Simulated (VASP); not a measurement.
A run of VASP 6.6.1 is set up as follows.

POSCAR

```
BaSrTi2O6
1.0
    7.8814960000      0.0000000000      0.0000000000
    0.0000000000      7.8814960000      0.0000000000
    0.0000000000      0.0000000000      7.8814960000
Ba Sr Ti O
4 4 8 24
Direct
    0.0032910000      0.0029870000      0.0029810000
    0.0032880000      0.0029870000      0.5029840000
    0.0032900000      0.5029910000      0.0029830000
    0.0032940000      0.5029900000      0.5029820000
    0.5047870000      0.0058060000      0.0058030000
    0.5047900000      0.0058110000      0.5058010000
    0.5047960000      0.5058210000      0.0057990000
    0.5048010000      0.5058190000      0.5058000000
    0.2620130000      0.2568280000      0.2568230000
    0.2620030000      0.2568300000      0.7568220000
    0.2619980000      0.7568290000      0.2568170000
    0.2620090000      0.7568290000      0.7568160000
    0.7524350000      0.2575180000      0.2575150000
    0.7524230000      0.2575120000      0.7575130000
    0.7524230000      0.7575180000      0.2575150000
    0.7524340000      0.7575140000      0.7575140000
    0.2548550000      0.2471940000      0.9962080000
    0.2548300000      0.2471780000      0.4962060000
    0.2548490000      0.7471800000      0.9962210000
    0.2548590000      0.7471860000      0.4962230000
    0.7394920000      0.2473420000      0.9964090000
    0.7395260000      0.2473430000      0.4964110000
    0.7395290000      0.7473390000      0.9964180000
    0.7395160000      0.7473380000      0.4964170000
    0.9946660000      0.2483610000      0.2483240000
    0.9946690000      0.2483600000      0.7483470000
    0.9946780000      0.7483600000      0.2483490000
    0.9946740000      0.7483570000      0.7483440000
    0.4975300000      0.2456970000      0.2457130000
    0.4975280000      0.2456970000      0.7456740000
    0.4975340000      0.7457120000      0.2456980000
    0.4975370000      0.7457150000      0.7457170000
    0.2548440000      0.9962210000      0.2471640000
    0.2548510000      0.9962230000      0.7471770000
    0.2548530000      0.4962240000      0.2471690000
    0.2548560000      0.4962280000      0.7471590000
    0.7395070000      0.9964230000      0.2473330000
    0.7395150000      0.9964220000      0.7473280000
    0.7395070000      0.4964270000      0.2473300000
    0.7395010000      0.4964270000      0.7473250000
```

Contents of INCAR.step1:

```
ALGO = Normal ; EDIFF = 1E-5
ENCUT = 520 ; GGA = PE
GGA_COMPAT = F ; ISIF = 2
ISMEAR = -1 ; ISYM = -1
LASPH = T ; LCHARG = F
LREAL = Auto ; LWAVE = T
NBANDS = 186 ; NELM = 120
PREC = Accurate ; SIGMA = 0.05
```

The input INCAR.step2:

```
ALGO = Normal ; EDIFF = 1E-6
ENCUT = 520 ; GGA = PE
GGA_COMPAT = F ; HFSCREEN = 0.2079
ISIF = 2 ; ISMEAR = -1
ISTART = 1 ; ISYM = -1
LASPH = T ; LCHARG = F
LHFCALC = T ; LREAL = Auto
LWAVE = F ; NBANDS = 186
NELM = 120 ; PREC = Accurate
PRECFOCK = Fast ; SIGMA = 0.05
```

Contents of KPOINTS:

```
explicit points
1
Reciprocal
  0.25000000   0.25000000   0.25000000 1
```

Potentials or basis: VASP PAW PBE potentials, release 64 (Ba_sv, Sr_sv, Ti_sv, O).

Command:

```bash
$ cat potpaw_PBE.64/Ba_sv/POTCAR potpaw_PBE.64/Sr_sv/POTCAR potpaw_PBE.64/Ti_sv/POTCAR potpaw_PBE.64/O/POTCAR > POTCAR
$ cp INCAR.step1 INCAR
$ mpirun -np 1 vasp_std > vasp.out
$ cp INCAR.step2 INCAR
$ mpirun -np 1 vasp_std > vasp.out
```

Predict the pressure.

1.6 GPa.

What does it give for the largest force?

0.119 eV/Å.

What does it give for the band gap on the k mesh?

4.44 eV.

Stress tensor (GPa, compression positive):
```
 1.53 -0.28 -0.28
-0.28  1.64 -0.32
-0.28 -0.32  1.64
```

Caveat: the PAW data sets were made with another functional, which shifts forces and pressure a little; spin-orbit coupling is left out, which moves the levels of the heavy elements; a shifted mesh leaves out Γ, where band edges can lie. A k mesh can miss the band edges.
